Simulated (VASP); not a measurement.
# Al in VASP: single point with PBE

Aim: the single point of Al with PBE.

All numbers are computed with VASP 6.6.1; they aren't measurements. Logs are shortened: lines on timing, memory, paths and dates and some standing lists are left out, and cuts for length are marked.

## Step 1: The cell of the first run

The typed cell holds 2 atoms: a = 2.851 Å, b = 2.851 Å, c = 4.729 Å, α = 89.99°, β = 90.00°, γ = 59.99°.

This isn't the form of Al at room conditions, which is fcc.

## Step 2: Single point, PBE

The input, POSCAR:

```
Al
1.0
    2.8505100699      0.0577879256     -0.0055392701
    1.3753969126      2.4971721346     -0.0126301549
    0.0089948050      0.0199961712      4.7291428730
Al
2
Direct
    0.1666678840      0.1666677719      0.2499996430
    0.8333321160      0.8333322281      0.7500003570
```

The input, INCAR.step1:

```
  PREC = Accurate
  ENCUT = 520
  EDIFF = 1E-7
  ISMEAR = 0
  SIGMA = 0.1
  LREAL = F
  LASPH = T
  NELM = 100
  ALGO = Fast
  ISIF = 2
  LWAVE = F
  LCHARG = T
  GGA = PE
  NBANDS = 10
```

The input, KPOINTS.step1:

```
Automatic mesh
0
Gamma
  22 22 12
```

The input, INCAR.step2:

```
  PREC = Accurate
  ENCUT = 520
  EDIFF = 1E-7
  ISMEAR = -5
  SIGMA = 0.1
  LREAL = F
  LASPH = T
  NELM = 100
  ALGO = Fast
  ISIF = 2
  LWAVE = F
  LCHARG = F
  GGA = PE
  LORBIT = 11
  NEDOS = 1001
  ICHARG = 11
```

The input, KPOINTS.step2:

```
Automatic mesh
0
Gamma
  33 33 18
```

Potentials or basis: VASP PAW PBE potentials, release 64 (Al).

The run is started by

```console
$ cat potpaw_PBE.64/Al/POTCAR > POTCAR
$ cp INCAR.step1 INCAR
$ cp KPOINTS.step1 KPOINTS
$ mpirun -np 1 vasp_std > vasp.out
$ cp INCAR.step2 INCAR
$ cp KPOINTS.step2 KPOINTS
$ mpirun -np 1 vasp_std > vasp.out
```

OUTCAR:

```text
PREC = Accurate
   ENCUT = 520
   EDIFF = 1E-7
   ISMEAR = -5
   LREAL = F
   LASPH = T
   NELM = 100
   ISIF = 2
   GGA = PE
   LORBIT = 11
   ICHARG = 11

 ion  position               nearest neighbor table
   1  0.167  0.167  0.250-   2 2.88   2 2.88   2 2.88   2 2.88   2 2.88   2 2.88
   2  0.833  0.833  0.750-   1 2.88   1 2.88   1 2.88   1 2.88   1 2.88   1 2.88

  LATTYP: Found a triclinic cell.
 ALAT       =     2.8509200020
 B/A-ratio  =     1.0000635414
 C/A-ratio  =     1.6588307277
 COS(alpha) =     0.0000444487
 COS(beta)  =     0.0001910248
 COS(gamma) =     0.5001019229

  Lattice vectors:

 A1 = (  -1.3753969126,  -2.4971721346,   0.0126301549)
 A2 = (  -2.8505100699,  -0.0577879256,   0.0055392701)
 A3 = (  -0.0089948050,  -0.0199961712,  -4.7291428730)

Analysis of symmetry for initial positions (statically):
=====================================================================
 Subroutine PRICEL returns:
 Original cell was already a primitive cell.

 Routine SETGRP: Setting up the symmetry group for a
 triclinic supercell.

 Subroutine GETGRP returns: Found  2 space group operations
 (whereof  2 operations were pure point group operations)
 out of a pool of  2 trial point group operations.

The static configuration has the point symmetry S_2 .

Analysis of symmetry for dynamics (positions and initial velocities):
=====================================================================
 Subroutine PRICEL returns:
 Original cell was already a primitive cell.

 Routine SETGRP: Setting up the symmetry group for a
 triclinic supercell.

 Subroutine GETGRP returns: Found  2 space group operations
 (whereof  2 operations were pure point group operations)
 out of a pool of  2 trial point group operations.

The dynamic configuration has the point symmetry S_2 .

 Subroutine INISYM returns: Found  2 space group operations
 (whereof  2 operations are pure point group operations),
 and found     1 'primitive' translations

----------------------------------------------------------------------------------------

                                     Primitive cell

  volume of cell :      33.2879

  direct lattice vectors                    reciprocal lattice vectors
     2.850510070  0.057787926 -0.005539270     0.354776083 -0.195403437  0.000151439
     1.375396913  2.497172135 -0.012630155    -0.008213148  0.404968042 -0.001696700
     0.008994805  0.019996171  4.729142873     0.000393616  0.000852674  0.211450454

  length of vectors
     2.851101153  2.850920002  4.729193702     0.405029129  0.405054872  0.211452540

  position of ions in fractional coordinates (direct lattice)
     0.166667884  0.166667772  0.249999643
     0.833332116  0.833332228  0.750000357

  ion indices of the primitive-cell ions
   primitive index   ion index
                 1           1
                 2           2

----------------------------------------------------------------------------------------

 KPOINTS: Automatic mesh

Automatic generation of k-mesh.
 Grid dimensions read from file:
 generate k-points for:   33   33   18

 Generating k-lattice:

  Cartesian coordinates                     Fractional coordinates (reciprocal lattice)
     0.010750790 -0.005921316  0.000004589     0.030303030  0.000000000 -0.000000000
    -0.000248883  0.012271759 -0.000051415    -0.000000000  0.030303030 -0.000000000
     0.000021868  0.000047371  0.011747247     0.000000000 -0.000000000  0.055555556

  Length of vectors
     0.012273610  0.012274390  0.011747363

  Shift w.r.t. Gamma in fractional coordinates (k-lattice)
     0.000000000  0.000000000  0.000000000

 TETIRR: Found  58804 inequivalent tetrahedra from   117612

 Subroutine IBZKPT returns following result:
 ===========================================

 Found   9802 irreducible k-points:

 Following reciprocal coordinates:
            Coordinates               Weight
  0.000000  0.000000  0.000000      1.000000
  0.030303 -0.000000  0.000000      2.000000
 -0.030303 -0.030303  0.000000      2.000000
  0.060606 -0.000000  0.000000      2.000000
 -0.060606 -0.060606  0.000000      2.000000
  0.090909 -0.000000  0.000000      2.000000
[... 16 lines left out ...]
 -0.333333 -0.333333  0.000000      2.000000
  0.363636 -0.000000  0.000000      2.000000
 [... further k-points ...]
   k-points           NKPTS =   9802   k-points in BZ     NKDIM =   9802   number of bands    NBANDS=      7
   number of dos      NEDOS =   1001   number of ions     NIONS =      2
   total plane-waves  NPLWV =  20736
   dimension x,y,z NGX =    24 NGY =   24 NGZ =   36
   dimension x,y,z NGXF=    48 NGYF=   48 NGZF=   72
   ions per type =               2
   NGX,Y,Z   is equivalent  to a cutoff of  13.99, 14.00, 12.66 a.u.
   NGXF,Y,Z  is equivalent  to a cutoff of  27.99, 27.99, 25.31 a.u.
 SYSTEM =  unknown system
   PREC   = accura    normal or accurate (medium, high low for compatibility)
   ISTART =      0    job   : 0-new  1-cont  2-samecut
   ICHARG =     11    charge: 1-file 2-atom 10-const
   ISPIN  =      1    spin polarized calculation?
   LNONCOLLINEAR =      F non collinear calculations
   LSORBIT =      F    spin-orbit coupling
   LASPH  =      T    aspherical Exc in radial PAW
   ENCUT  =  520.0 eV  38.22 Ry    6.18 a.u.   5.30  5.30  8.79*2*pi/ulx,y,z
   NELM   =    100;   NELMIN=  2; NELMDL=  0     # of ELM steps
   EDIFF  = 0.1E-06   stopping-criterion for ELM
   LREAL  =      F    real-space projection
   EDIFFG = 0.1E-05   stopping-criterion for IOM
   NSW    =      0    number of steps for IOM
   IBRION =     -1    ionic relax: 0-MD 1-quasi-New 2-CG
   NFREE  =      0    steps in history (QN), initial steepest desc. (CG)
   ISIF   =      2    stress and relaxation
   ISYM   =      2    0-nonsym 1-usesym 2-fastsym
   POTIM  = 0.5000    time-step for ionic-motion
   TEBEG  =    0.0;   TEEND  =   0.0 temperature during run
   PSTRESS=    0.0 pullay stress
   NELECT =       6.0000    total number of electrons
   NUPDOWN=      -1.0000    fix difference up-down
   EMIN   =  10.00;   EMAX   =-10.00  energy-range for DOS
   EFERMI =   0.00;   METHOD = LEGACY
   ISMEAR =    -5;   SIGMA  =   0.10  broadening in eV -4-tet -1-fermi 0-gaus
   EFERMI_NEDOS =   21; number of points for ismear=-14 and -15
   IALGO  =     68    algorithm
   IMIX   =      4    mixing-type and parameters
     AMIX     =   0.40;   BMIX     =  1.00
     AMIX_MAG =   1.60;   BMIX_MAG =  1.00
  volume/ion in A,a.u.               =      16.64       112.32
  Fermi-wavevector in a.u.,A,eV,Ry     =   0.924762  1.747547 11.635494  0.855185
  Thomas-Fermi vector in A             =   2.050543
   LORBIT       =     11    0 simple, 1 ext, 2 COOP (PROOUT), +10 PAW based schemes
   GGA     = PE    functional components
   LHFCALC =     F    Hartree Fock is set to
   AEXX    =    0.0000 exact exchange contribution
   IVDW    =     0    specifies the selected vdW correction
   LEPSILON=     F    determine dielectric tensor
   LRPA    =     F    only Hartree local field effects (RPA)
 non-spin polarized calculation
 RMM-DIIS sequential band-by-band and
 Fermi weights with tetrahedron method with Bloechl corrections
  energy-cutoff  :      520.00
  volume of cell :       33.29
 maximum number of plane-waves:       913
 NGX is ok and might be reduce to    24

 number of electron       6.0000000 magnetization

 Free energy of the ion-electron system (eV)
  ---------------------------------------------------
  ext. energy  EPLUGINS =         0.00000000
  ---------------------------------------------------
  free energy    TOTEN  =        -7.42754720 eV

  energy without entropy =       -7.42754720  energy(sigma->0) =       -7.42754720

 E-fermi :   7.9125     XC(G=0): -10.1667

 val. band max:        8.0436574105   @ k =   0.3333  -0.3333   0.2778
 cond. band min:       7.6987968446   @ k =   0.3333  -0.3333   0.3333
 fundamental gap:     -0.3448605659
 Fermi energy:         7.9125489426

 k-point     1 :       0.0000    0.0000    0.0000
  band No.  band energies     occupation
      1      -3.1673      2.00000
      2       3.2734      2.00000
      3       3.3468      2.00000
      4      18.6589      0.00000
      5      18.6625      0.00000
      6      19.0413      0.00000
      7      19.0437      0.00000

 k-point     2 :       0.0303   -0.0000    0.0000
  band No.  band energies     occupation
      1      -3.1450      2.00000
      2       3.2942      2.00000
      3       3.3686      2.00000
      4      17.9653      0.00000
      5      18.2095      0.00000
      6      19.0645      0.00000
      7      19.5329      0.00000

 k-point     3 :      -0.0303   -0.0303    0.0000
  band No.  band energies     occupation
      1      -3.1450      2.00000
      2       3.2942      2.00000
      3       3.3686      2.00000
      4      17.9629      0.00000
      5      18.2111      0.00000
      6      19.0639      0.00000
      7      19.5327      0.00000
[... 191 lines left out ...]
 k-point    23 :      -0.3333   -0.3333    0.0000
  band No.  band energies     occupation
      1      -0.4956      2.00000
      2       5.7784      2.00000
      3       5.7942      2.00000
      4       7.5225      2.01073
      5      13.3142      0.00000
      6      13.3786      0.00000
      7      14.2255      0.00000

 k-point    24 :       0.3636   -0.0000    0.0000
  band No.  band energies     occupation
      1       0.0067      2.00000
      2       5.8933      2.00000
      3       6.2526      2.00000
      4       7.0065      2.00000
      5      12.4966      0.00000
      6      12.5222      0.00000
      7      14.0333      0.00000

 [... further k-points ...]

------------------------ aborting loop because EDIFF is reached ----------------------------------------

  FORCE on cell =-STRESS in cart. coord.  units (eV):
  Direction    XX          YY          ZZ          XY          YZ          ZX
  --------------------------------------------------------------------------------------
  -------------------------------------------------------------------------------------
  Total       -0.0100640     -0.0108002     -0.0592675     -0.0002592      0.0122459      0.0062513
  in kB       -0.4843914     -0.5198242     -2.8526007     -0.0124761      0.5894090      0.3008810
  external PRESSURE =      -1.2856054 kB  Pullay stress =       0.0000000 kB

 VOLUME and BASIS-vectors are now :
 -----------------------------------------------------------------------------
  energy-cutoff  :      520.00
  volume of cell :       33.29
      direct lattice vectors                 reciprocal lattice vectors
     2.850510070  0.057787926 -0.005539270     0.354776083 -0.195403437  0.000151439
     1.375396913  2.497172135 -0.012630155    -0.008213148  0.404968042 -0.001696700
     0.008994805  0.019996171  4.729142873     0.000393616  0.000852674  0.211450454

 POSITION                                       TOTAL-FORCE (eV/Angst)
 -----------------------------------------------------------------------------------
      0.70657      0.43083      1.17926        -0.000013      0.000003      0.000189
      3.52833      2.14413      3.53172         0.000013     -0.000003     -0.000189
 -----------------------------------------------------------------------------------
    total drift:                               -0.000000      0.000000     -0.000000

  FREE ENERGIE OF THE ION-ELECTRON SYSTEM (eV)
  ---------------------------------------------------
  free  energy   TOTEN  =        -7.4275471981 eV

  energy  without entropy=       -7.4275471981  energy(sigma->0) =       -7.42754720

 total charge

# of ion       s       p       d       tot
------------------------------------------
    1        0.437   0.329   0.000   0.766
    2        0.437   0.329   0.000   0.766
--------------------------------------------------
tot          0.874   0.658   0.000   1.531
```

Wall time 37 min (1 thread of Oxide Virtual Turin-like, shared host); peak memory 2 GiB.

Results:

- Valence electrons inside the program's atomic spheres: Al 0.77

Levels at points of the mesh, in eV from the Fermi level:
```
           k point  band 1  band 2  band 3  band 4  band 5  band 6
(0.00, 0.00, 0.00)  -11.08   -4.64   -4.57   10.75   10.75   11.13
(0.00, 0.00, 0.50)   -9.43   -9.43    3.13    3.13   11.96   11.96
```

Caveat: tetrahedron occupations give inexact forces and stress in metals.
